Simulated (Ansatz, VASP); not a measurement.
One calculation of HfSiO4, two programs

Contents of INCAR:

```
SYSTEM = HfSiO4
  PREC = Accurate
  ENCUT = 520
  EDIFF = 1E-6
  ISMEAR = 0
  SIGMA = 0.01
  LREAL = .False.
  LASPH = .True.
  NELM = 80
  ALGO = Normal
  ISIF = 2
  LWAVE = .False.
  LCHARG = .True.
  GGA = PE
  LELF = .True.
  LVHAR = .True.
  NBANDS = 50
```

KPOINTS

```
regular mesh
0
Gamma
  6 6 6
  0 0 0
```

Contents of POSCAR:

```
HfSiO4
1.0
   -3.2549148378      3.2549148378      2.9458348746
    3.2549148378     -3.2549148378      2.9458348746
    3.2549148378      3.2549148378     -2.9458348746
Hf Si O
2 2 8
Direct
    0.7500000000      0.2500000000      0.5000000000
    0.0000000000      0.0000000000      0.0000000000
    0.2500000000      0.7500000000      0.5000000000
    0.5000000000      0.5000000000      0.0000000000
    0.1347369486      0.3189317937      0.8158051549
    0.0689317937      0.7531266389      0.6841948451
    0.5031266389      0.3189317937      0.1841948451
    0.0689317937      0.3847369486      0.3158051549
    0.6152630514      0.9310682063      0.6841948451
    0.6810682063      0.8652630514      0.1841948451
    0.2468733611      0.9310682063      0.3158051549
    0.6810682063      0.4968733611      0.8158051549
```

Input for Ansatz:

```yaml
crystal:
  lattice:
    - [-3.2549148378, 3.2549148378, 2.9458348746]
    - [3.2549148378, -3.2549148378, 2.9458348746]
    - [3.2549148378, 3.2549148378, -2.9458348746]
  atoms:
    - { symbol: Hf, position: [0.75, 0.25, 0.5] }
    - { symbol: Hf, position: [0.0, 0.0, 0.0] }
    - { symbol: Si, position: [0.25, 0.75, 0.5] }
    - { symbol: Si, position: [0.5, 0.5, 0.0] }
    - { symbol: O, position: [0.1347369486, 0.3189317937, 0.8158051549] }
    - { symbol: O, position: [0.0689317937, 0.7531266389, 0.6841948451] }
    - { symbol: O, position: [0.5031266389, 0.3189317937, 0.1841948451] }
    - { symbol: O, position: [0.0689317937, 0.3847369486, 0.3158051549] }
    - { symbol: O, position: [0.6152630514, 0.9310682063, 0.6841948451] }
    - { symbol: O, position: [0.6810682063, 0.8652630514, 0.1841948451] }
    - { symbol: O, position: [0.2468733611, 0.9310682063, 0.3158051549] }
    - { symbol: O, position: [0.6810682063, 0.4968733611, 0.8158051549] }
kpoints:
  mp_grid: { grid: [6, 6, 6] }
hamiltonian:
  xc: pbe
scf:
  occupations: { method: fixed }
  n_extra_bands: 7
output:
  forces: true
  stress: true
  eigenvalues: true
```

Alike in both runs: task single point; functional PBE; k mesh 6 × 6 × 6; no spin polarisation.

|  | VASP | Ansatz |
| --- | --- | --- |
| version | VASP 6.6.1 | Ansatz 0.2.0 |
| potentials or method | VASP PAW PBE potentials, release 64 (Hf_pv, Si, O) | plane waves, PAW |
| plane-wave cutoff (eV) | 520 | 420 |
| occupations | gaussian, width 0.01 eV | fixed |
| valence electrons in the cell | 76 | 108 |

Ansatz gave:

| Quantity | Value |
| --- | --- |
| gap on the k mesh at the Fermi level (eV) | 5.63 |
| pressure (GPa) | 16.3 |
| traceless stress, the component that is largest in VASP (GPa) | 1.92 |
| rms of the force components (eV/Å) | 0.259 |

Problem. Estimate VASP's values.

Solution. gap on the k mesh at the Fermi level (eV): 5.58; pressure (GPa): 14.5; traceless stress, the component that is largest in VASP (GPa): 2.16; rms of the force components (eV/Å): 0.351.

Atom by atom the forces differ by 0.098 eV/Å (rms over components). VASP's potentials hold 76 valence electrons a cell and Ansatz's 108, so a difference there can come from the potentials and not from the codes.

Spin-orbit coupling is off throughout.
